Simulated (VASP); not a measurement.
# Sb (Pm-3m) in VASP: further runs, part 2 of 2

VASP 6.6.1. Earlier steps stand in the parts before.

### 4 Single point, PBE

This run uses another cell than the first one, of 29.96 Å³/atom, 1.136 times its volume.

The input, INCAR:

```
PREC = Accurate
ENCUT = 520
EDIFF = 1E-7
ISMEAR = -1
SIGMA = 0.1
LREAL = False
LASPH = True
NELM = 100
ALGO = Normal
ISIF = 2
LWAVE = False
LCHARG = True
GGA = PE
LELF = True
LVHAR = True
NBANDS = 8
```

The input, KPOINTS:

```
regular mesh
0
Gamma
  10 10 10
```

The input, POSCAR:

```
Sb
1.0
    3.1057292063      0.0000000000      0.0000000000
    0.0000000000      3.1057292063      0.0000000000
    0.0000000000      0.0000000000      3.1057292063
Sb
1
Direct
    0.0000000000      0.0000000000      0.0000000000
```

Run with:

```
$ cat potpaw_PBE.64/Sb/POTCAR > POTCAR
$ mpirun -np 1 vasp_std > vasp.out
```

Wall time 3.6 s (1 thread of Intel Xeon 6975P-C (Granite Rapids), shared host); peak memory 0.13 GiB.

It converged, with:

* Free energy: -4.1096 eV
* Pressure: 0.0 GPa

Levels at points of the mesh, in eV from the Fermi level:
```csv
k point,band 1,band 2,band 3,band 4,band 5,band 6,band 7
"(0.00, 0.00, 0.00)",-12.27,3.34,3.34,3.34,6.99,6.99,8.32
"(0.50, 0.00, 0.00)",-9.87,-5.47,5.33,5.33,9.06,10.67,11.51
"(0.50, 0.50, 0.00)",-7.32,-3.44,-3.44,2.28,7.36,12.88,13.32
"(0.50, 0.50, 0.50)",-4.47,-1.53,-1.53,-1.53,4.92,4.92,4.92
```

Caveat: spin-orbit coupling is left out, which moves the levels of the heavy elements.

### 5 Single point, PBE (volume scaled by 0.96)

The input, INCAR:

```
ALGO = Normal
EDIFF = 1E-7
ENCUT = 520
GGA = PE
ISIF = 2
ISMEAR = -1
LASPH = True
LCHARG = False
LREAL = False
LWAVE = False
NBANDS = 8
NELM = 100
PREC = Accurate
SIGMA = 0.1
```

The input, KPOINTS:

```
k-points
0
Gamma
  11 11 11
```

The input, POSCAR:

```
Sb
1.0
    3.0637547472      0.0000000000      0.0000000000
    0.0000000000      3.0637547472      0.0000000000
    0.0000000000      0.0000000000      3.0637547472
Sb
1
Direct
    0.0000000000      0.0000000000      0.0000000000
```

Potentials or basis: VASP PAW PBE potentials, release 64 (Sb).

Run with:

```
$ cat potpaw_PBE.64/Sb/POTCAR > POTCAR
$ mpirun -np 1 vasp_std > vasp.out
```

OUTCAR:

```text
EDIFF = 1E-7
   ENCUT = 520
   GGA = PE
   ISIF = 2
   ISMEAR = -1
   LASPH = True
   LREAL = False
   NELM = 100
   PREC = Accurate

 ion  position               nearest neighbor table
   1  0.000  0.000  0.000-

  LATTYP: Found a simple cubic cell.
 ALAT       =     3.0637547472

  Lattice vectors:

 A1 = (   3.0637547472,   0.0000000000,   0.0000000000)
 A2 = (   0.0000000000,   3.0637547472,   0.0000000000)
 A3 = (   0.0000000000,   0.0000000000,   3.0637547472)

Analysis of symmetry for initial positions (statically):
=====================================================================
 Subroutine PRICEL returns:
 Original cell was already a primitive cell.

 Routine SETGRP: Setting up the symmetry group for a
 simple cubic supercell.

 Subroutine GETGRP returns: Found 48 space group operations
 (whereof 48 operations were pure point group operations)
 out of a pool of 48 trial point group operations.

The static configuration has the point symmetry O_h .

Analysis of symmetry for dynamics (positions and initial velocities):
=====================================================================
 Subroutine PRICEL returns:
 Original cell was already a primitive cell.

 Routine SETGRP: Setting up the symmetry group for a
 simple cubic supercell.

 Subroutine GETGRP returns: Found 48 space group operations
 (whereof 48 operations were pure point group operations)
 out of a pool of 48 trial point group operations.

The dynamic configuration has the point symmetry O_h .

 Subroutine INISYM returns: Found 48 space group operations
 (whereof 48 operations are pure point group operations),
 and found     1 'primitive' translations

----------------------------------------------------------------------------------------

                                     Primitive cell

  volume of cell :      28.7582

  direct lattice vectors                    reciprocal lattice vectors
     3.063754747  0.000000000  0.000000000     0.326396883  0.000000000  0.000000000
     0.000000000  3.063754747  0.000000000     0.000000000  0.326396883  0.000000000
     0.000000000  0.000000000  3.063754747     0.000000000  0.000000000  0.326396883

  length of vectors
     3.063754747  3.063754747  3.063754747     0.326396883  0.326396883  0.326396883

  position of ions in fractional coordinates (direct lattice)
     0.000000000  0.000000000  0.000000000

  ion indices of the primitive-cell ions
   primitive index   ion index
                 1           1

----------------------------------------------------------------------------------------

 KPOINTS: k-points

Automatic generation of k-mesh.
 Grid dimensions read from file:
 generate k-points for:   11   11   11

 Generating k-lattice:

  Cartesian coordinates                     Fractional coordinates (reciprocal lattice)
     0.029672444  0.000000000  0.000000000     0.090909091  0.000000000  0.000000000
     0.000000000  0.029672444  0.000000000     0.000000000  0.090909091  0.000000000
     0.000000000  0.000000000  0.029672444     0.000000000  0.000000000  0.090909091

  Length of vectors
     0.029672444  0.029672444  0.029672444

  Shift w.r.t. Gamma in fractional coordinates (k-lattice)
     0.000000000  0.000000000  0.000000000

 Subroutine IBZKPT returns following result:
 ===========================================

 Found     56 irreducible k-points:

 Following reciprocal coordinates:
            Coordinates               Weight
  0.000000  0.000000  0.000000      1.000000
  0.090909  0.000000  0.000000      6.000000
  0.181818  0.000000  0.000000      6.000000
  0.272727  0.000000  0.000000      6.000000
  0.363636  0.000000  0.000000      6.000000
  0.454545  0.000000  0.000000      6.000000
[... 16 lines left out ...]
  0.181818  0.090909  0.090909     24.000000
  0.272727  0.090909  0.090909     24.000000
 [... further k-points ...]
   k-points           NKPTS =     56   k-points in BZ     NKDIM =     56   number of bands    NBANDS=      8
   number of dos      NEDOS =    301   number of ions     NIONS =      1
   total plane-waves  NPLWV =  13824
   dimension x,y,z NGX =    24 NGY =   24 NGZ =   24
   dimension x,y,z NGXF=    48 NGYF=   48 NGZF=   48
   ions per type =               1
   NGX,Y,Z   is equivalent  to a cutoff of  13.02, 13.02, 13.02 a.u.
   NGXF,Y,Z  is equivalent  to a cutoff of  26.05, 26.05, 26.05 a.u.
 SYSTEM =  unknown system
   PREC   = accura    normal or accurate (medium, high low for compatibility)
   ISTART =      0    job   : 0-new  1-cont  2-samecut
   ICHARG =      2    charge: 1-file 2-atom 10-const
   ISPIN  =      1    spin polarized calculation?
   LNONCOLLINEAR =      F non collinear calculations
   LSORBIT =      F    spin-orbit coupling
   LASPH  =      T    aspherical Exc in radial PAW
   ENCUT  =  520.0 eV  38.22 Ry    6.18 a.u.   5.70  5.70  5.70*2*pi/ulx,y,z
   NELM   =    100;   NELMIN=  2; NELMDL= -5     # of ELM steps
   EDIFF  = 0.1E-06   stopping-criterion for ELM
   LREAL  =      F    real-space projection
   EDIFFG = 0.1E-05   stopping-criterion for IOM
   NSW    =      0    number of steps for IOM
   IBRION =     -1    ionic relax: 0-MD 1-quasi-New 2-CG
   NFREE  =      0    steps in history (QN), initial steepest desc. (CG)
   ISIF   =      2    stress and relaxation
   ISYM   =      2    0-nonsym 1-usesym 2-fastsym
   POTIM  = 0.5000    time-step for ionic-motion
   TEBEG  =    0.0;   TEEND  =   0.0 temperature during run
   PSTRESS=    0.0 pullay stress
   NELECT =       5.0000    total number of electrons
   NUPDOWN=      -1.0000    fix difference up-down
   EMIN   =  10.00;   EMAX   =-10.00  energy-range for DOS
   EFERMI =   0.00;   METHOD = LEGACY
   ISMEAR =    -1;   SIGMA  =   0.10  broadening in eV -4-tet -1-fermi 0-gaus
   EFERMI_NEDOS =   21; number of points for ismear=-14 and -15
   IALGO  =     38    algorithm
   IMIX   =      4    mixing-type and parameters
     AMIX     =   0.40;   BMIX     =  1.00
     AMIX_MAG =   1.60;   BMIX_MAG =  1.00
  volume/ion in A,a.u.               =      28.76       194.07
  Fermi-wavevector in a.u.,A,eV,Ry     =   0.913715  1.726671 11.359170  0.834875
  Thomas-Fermi vector in A             =   2.038259
   LORBIT       =      0    0 simple, 1 ext, 2 COOP (PROOUT), +10 PAW based schemes
   GGA     = PE    functional components
[... 5 lines left out ...]
 non-spin polarized calculation
  energy-cutoff  :      520.00
  volume of cell :       28.76
 maximum number of plane-waves:       788
 NGX is ok and might be reduce to    24
   NGX = 11   NGY = 11   NGZ = 11

 number of electron       4.9999999 magnetization

 Free energy of the ion-electron system (eV)
  ---------------------------------------------------
  ext. energy  EPLUGINS =         0.00000000
  ---------------------------------------------------
  free energy    TOTEN  =        -4.07272739 eV

  energy without entropy =       -4.04931956  energy(sigma->0) =       -4.06102348

 E-fermi :   7.5322     XC(G=0):  -9.7797

 val. band max:        7.4876351631   @ k =   0.1818   0.1818   0.0000
 cond. band min:       7.5351781070   @ k =   0.4545   0.4545   0.3636
 fundamental gap:      0.0475429439
 Fermi energy:         7.5321900567

 k-point     1 :       0.0000    0.0000    0.0000
  band No.  band energies     occupation
      1      -5.0675      2.00000
      2      10.9669      0.00000
      3      10.9669      0.00000
      4      10.9669      0.00000
      5      14.5612      0.00000
      6      14.5612      0.00000
      7      16.0958      0.00000
      8      25.4519      0.00000

 k-point     2 :       0.0909    0.0000    0.0000
  band No.  band energies     occupation
      1      -4.9431      2.00000
      2       9.5204      0.00000
      3      11.0908      0.00000
      4      11.0908      0.00000
      5      14.6577      0.00000
      6      15.3557      0.00000
      7      17.0079      0.00000
      8      24.4520      0.00000
[... 221 lines left out ...]
 k-point    23 :       0.1818    0.0909    0.0909
  band No.  band energies     occupation
      1      -4.3262      2.00000
      2       7.4413      1.42545
      3      10.0078      0.00000
      4      10.2663      0.00000
      5      16.7049      0.00000
      6      17.3696      0.00000
      7      19.5577      0.00000
      8      21.1355      0.00000

 k-point    24 :       0.2727    0.0909    0.0909
  band No.  band energies     occupation
      1      -3.7373      2.00000
      2       5.2448      2.00000
      3      10.5397      0.00000
      4      10.8298      0.00000
      5      17.1482      0.00000
      6      17.6157      0.00000
      7      19.4253      0.00000
      8      19.9572      0.00000

 [... further k-points ...]

------------------------ aborting loop because EDIFF is reached ----------------------------------------

  FORCE on cell =-STRESS in cart. coord.  units (eV):
  Direction    XX          YY          ZZ          XY          YZ          ZX
  --------------------------------------------------------------------------------------
  -------------------------------------------------------------------------------------
  Total        0.5369911      0.5369911      0.5369911     -0.0000000      0.0000000      0.0000000
  in kB       29.9168388     29.9168388     29.9168388     -0.0000000      0.0000000      0.0000000
  external PRESSURE =      29.9168388 kB  Pullay stress =       0.0000000 kB

 VOLUME and BASIS-vectors are now :
 -----------------------------------------------------------------------------
  energy-cutoff  :      520.00
  volume of cell :       28.76
      direct lattice vectors                 reciprocal lattice vectors
     3.063754747  0.000000000  0.000000000     0.326396883  0.000000000  0.000000000
     0.000000000  3.063754747  0.000000000     0.000000000  0.326396883  0.000000000
     0.000000000  0.000000000  3.063754747     0.000000000  0.000000000  0.326396883

 POSITION                                       TOTAL-FORCE (eV/Angst)
 -----------------------------------------------------------------------------------
      0.00000      0.00000      0.00000         0.000000      0.000000      0.000000
 -----------------------------------------------------------------------------------
    total drift:                                0.000000      0.000000      0.000000

  FREE ENERGIE OF THE ION-ELECTRON SYSTEM (eV)
  ---------------------------------------------------
  free  energy   TOTEN  =        -4.0727273924 eV

  energy  without entropy=       -4.0493195642  energy(sigma->0) =       -4.06102348
```

OSZICAR:

```text
N       E                     dE             d eps       ncg     rms          rms(c)
DAV:   1     0.551692406665E+01    0.55169E+01   -0.17224E+03   904   0.412E+02
DAV:   2    -0.396611515028E+01   -0.94830E+01   -0.92743E+01  1288   0.539E+01
DAV:   3    -0.406829247832E+01   -0.10218E+00   -0.10201E+00  1088   0.639E+00
DAV:   4    -0.406867404525E+01   -0.38157E-03   -0.38156E-03  1336   0.461E-01
DAV:   5    -0.406867540541E+01   -0.13602E-05   -0.13597E-05  1184   0.182E-02    0.206E+00
DAV:   6    -0.407099847369E+01   -0.23231E-02   -0.56854E-04  1248   0.181E-01    0.124E+00
DAV:   7    -0.407266829586E+01   -0.16698E-02   -0.14989E-03   960   0.285E-01    0.741E-02
DAV:   8    -0.407272342633E+01   -0.55130E-04   -0.60204E-05  1216   0.529E-02    0.585E-03
DAV:   9    -0.407272652827E+01   -0.31019E-05   -0.31167E-06  1128   0.110E-02    0.199E-03
DAV:  10    -0.407272747481E+01   -0.94654E-06   -0.62367E-07  1080   0.461E-03    0.342E-04
DAV:  11    -0.407272739238E+01    0.82432E-07   -0.60397E-09   864   0.544E-04
   1 F= -.40727274E+01 E0= -.40610235E+01  d E =-.234078E-01
```

stdout:

```text
POSCAR found type information on POSCAR Sb
 POSCAR found :  1 types and       1 ions
 scaLAPACK will be used
 LDA part: xc-table for (Slater+PW92), standard interpolation
 POSCAR, INCAR and KPOINTS ok, starting setup
 FFT: planning ... GRIDC
 FFT: planning ... GRID_SOFT
 FFT: planning ... GRID
 WAVECAR not read
 entering main loop
```

Run time: 3.3 s. Hardware: 1 thread of Intel Xeon 6975P-C (Granite Rapids), shared host; peak memory 0.14 GiB.

Results:

```
Free energy : -4.0727 eV
Pressure    : 3.0 GPa
```

Levels at points of the mesh, in eV from the Fermi level:
| k point | band 1 | band 2 | band 3 | band 4 | band 5 |
| --- | --- | --- | --- | --- | --- |
| (0.00, 0.00, 0.00) | -12.60 | 3.43 | 3.43 | 3.43 | 7.03 |

Caveat: the cell differs from its parent crystal (volume scaled by 0.96); spin-orbit coupling is left out, which moves the levels of the heavy elements.

### 6 Single point, PBE

This run uses another cell than the first one, of 29.96 Å³/atom, 1.136 times its volume.

The input, INCAR:

```
SYSTEM = Sb
ALGO = Normal
EDIFF = 1E-6
ENCUT = 520
GGA = PE
ISIF = 2
ISMEAR = -1
LASPH = .True.
LCHARG = .False.
LREAL = .False.
LWAVE = .False.
NBANDS = 8
NELM = 80
PREC = Accurate
SIGMA = 0.1
```

The input, KPOINTS:

```
k-points
0
Gamma
  11 11 11
  0 0 0
```

The input, POSCAR:

```
Sb
1.0
    3.1057292063      0.0000000000      0.0000000000
    0.0000000000      3.1057292063      0.0000000000
    0.0000000000      0.0000000000      3.1057292063
Sb
1
Direct
    0.0000000000      0.0000000000      0.0000000000
```

Potentials or basis: VASP PAW PBE potentials, release 64 (Sb).

Run with:

```
$ cat potpaw_PBE.64/Sb/POTCAR > POTCAR
$ mpirun -np 1 vasp_std > vasp.out
```

It took 3.1 s on 1 thread of Intel Xeon 6975P-C (Granite Rapids), shared host; peak memory 0.13 GiB.

Results (log left out):

```
Free energy : -4.0855 eV
Pressure    : 0.5 GPa
```

Levels at points of the mesh, in eV from the Fermi level:
```
           k point  band 1  band 2  band 3  band 4  band 5
(0.00, 0.00, 0.00)  -12.28    3.33    3.33    3.33    6.99
```

Caveat: spin-orbit coupling is left out, which moves the levels of the heavy elements.

### 7 Summary

| cell | k mesh | gap on the mesh (eV) | pressure (GPa) |
| --- | --- | --- | --- |
| a = 2.976 Å, 1 atom | 11 × 11 × 11 | none | 9.8 |
| a = 3.021 Å, 1 atom | 11 × 11 × 11 | none | 6.0 |
| a = 3.106 Å, 1 atom | 10 × 10 × 10 | none | 0.0 |
| a = 3.064 Å, 1 atom | 11 × 11 × 11 | none | 3.0 |
| a = 3.106 Å, 1 atom | 11 × 11 × 11 | none | 0.5 |

Alike in all rows: task single point; level PBE; potentials or basis VASP PAW PBE potentials, release 64 (Sb); no spin polarisation; cutoff (eV) 520; smearing fermi-dirac 0.1 eV.

Caveats: spin-orbit coupling is left out, which moves the levels of the heavy elements.

Absolute energies hang on the potentials; compare differences alone.
